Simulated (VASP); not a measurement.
Write the native input for VASP 6.6.1 that does the following.

```
Task                   : single point
Functional             : LDA
Potentials or basis    : VASP PAW LDA potentials, release 64 (Y_sv, I)
Cutoff                 : 520 eV
k mesh                 : 7 × 7 × 3
Occupations            : fermi-dirac, width 0.05 eV
Spin                   : collinear spin
Starting moments       : [0.6, 0.6, 0.0, 0.0] μB
Dipole correction      : no
Further INCAR settings : ALGO = Normal; EDIFF = 1e-06; NBANDS = 30
```

The structure of YI lies in POSCAR:

```
YI
1.0
    4.2038492193      0.0000000000      0.0000000000
   -2.1019246096      3.6406402176      0.0000000000
    0.0000000000      0.0000000000     11.7737001134
Y I
2 2
Direct
    0.6666666667      0.3333333333      0.6267270000
    0.3333333333      0.6666666667      0.3732730000
    0.3333333333      0.6666666667      0.8199750000
    0.6666666667      0.3333333333      0.1800250000
```

One way to write it, as run:

INCAR

```
ALGO = Normal ; EDIFF = 1E-6
ENCUT = 520 ; ISIF = 2
ISMEAR = -1 ; ISPIN = 2
LASPH = T ; LCHARG = T
LELF = T ; LMAXMIX = 4
LORBIT = 11 ; LREAL = F
LVHAR = T ; LWAVE = F
MAGMOM = 0.6 0.6 0 0 ; NBANDS = 30
NELM = 150 ; PREC = Accurate
SIGMA = 0.05
```

KPOINTS

```
k-points
0
Gamma
  7 7 3
```

Potentials or basis: VASP PAW LDA potentials, release 64 (Y_sv, I).

Command:

```sh
$ cat potpaw_LDA.64/Y_sv/POTCAR potpaw_LDA.64/I/POTCAR > POTCAR
$ mpirun -np 1 vasp_std > vasp.out
```

Results of the run:

The pressure is -6.5 GPa and the largest force is 1.107 eV/Å. The net moment is 1.02 μB per cell, the site moments are Y +0.27; I +0.01 μB and the valence electrons inside the program's atomic spheres are Y 9.13; I 4.28.

Caveat: the cell stands under tension; forces of over 1 eV/Å act on the atoms, so gaps and moduli don't describe the material at rest.

It took 88 s on 1 thread of Intel(R) Xeon(R) 6975P-C (Granite Rapids), with other jobs on the host, peak memory 0.35 GiB.
